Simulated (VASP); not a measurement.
The system is C.

```xyz
2
Lattice="0.0000 1.7952 1.7952 1.7952 0.0000 1.7952 1.7952 1.7952 0.0000" Properties=species:S:1:pos:R:3 pbc="T T T"
C     2.6928    2.6928    2.6928
C     1.7952    1.7952    1.7952
```

Program: VASP 6.6.1. Alike in all runs: task single point; potentials or basis VASP PAW PBE potentials, release 64 (C); no spin polarisation; cell as given; cutoff (eV) 520; smearing fermi-dirac 0.05 eV.

**Question.** Order these runs on this cell by their band gap on the k mesh, lowest first.
A. level PBEsol+D4; k mesh 13 × 13 × 13
B. level r2SCAN+D4; k mesh 13 × 13 × 13
C. level PBE0; k mesh 7 × 7 × 7; grid for exact exchange (PRECFOCK) Normal

**Answer.** A (3.97 eV), B (4.29 eV), C (6.13 eV).

Caveats: some runs use coarse meshes.

A k mesh can miss the band edges.
